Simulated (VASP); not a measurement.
**Yb: electric field gradients with RPBE**

Yb:

```
Yb
1.0
     3.72648    0.00000    0.00000
    -1.24216    3.51336    0.00000
    -1.24216   -1.75668    3.04266
Yb
1
Direct
  0.00000 0.00000 0.00000
```

This isn't the form of Yb at room conditions, which is fcc.

```json
{
 "Program": "VASP 6.6.1",
 "Task": "electric field gradients",
 "Functional": "RPBE",
 "Potentials or basis": "VASP PAW PBE potentials, release 64 (Yb)",
 "Cutoff": "520 eV",
 "k mesh": "9 × 9 × 9",
 "Occupations": "fermi-dirac, width 0.05 eV",
 "Spin": "collinear spin, zero start",
 "Starting moments": "[0.0] μB",
 "Dipole correction": "no",
 "Further INCAR settings": "ALGO = Normal; EDIFF = 1e-08; NBANDS = 22"
}
```

The pressure is -1.3 GPa, the band gap on the k mesh is zero (filled and empty bands overlap) and the net moment is 0.00 μB per cell. The largest electric field gradient by atom is zero within the noise of the run and the valence electrons inside the program's atomic spheres are Yb 22.10.

Levels at points of the mesh, in eV from the Fermi level:
Spin up:
```tsv
k point	band 8	band 9	band 10	band 11	band 12	band 13	band 14	band 15	band 16	band 17
(0.00, 0.00, 0.00)	-0.41	-0.31	-0.31	-0.31	-0.29	2.86	2.86	2.86	4.57	4.57
```
Spin down:
```
           k point  band 9  band 10  band 11  band 12  band 13  band 14  band 15  band 16
(0.00, 0.00, 0.00)   -0.31    -0.31    -0.31    -0.29     2.86     2.86     2.86     4.57
```

It took 2.4 min on 1 thread of Intel(R) Xeon(R) Platinum 8488C (Sapphire Rapids), on a shared host, peak memory 0.21 GiB.

Caveat: the PAW data sets were made with another functional, which shifts forces and pressure a little; spin-orbit coupling is left out, which moves the levels of the heavy elements.
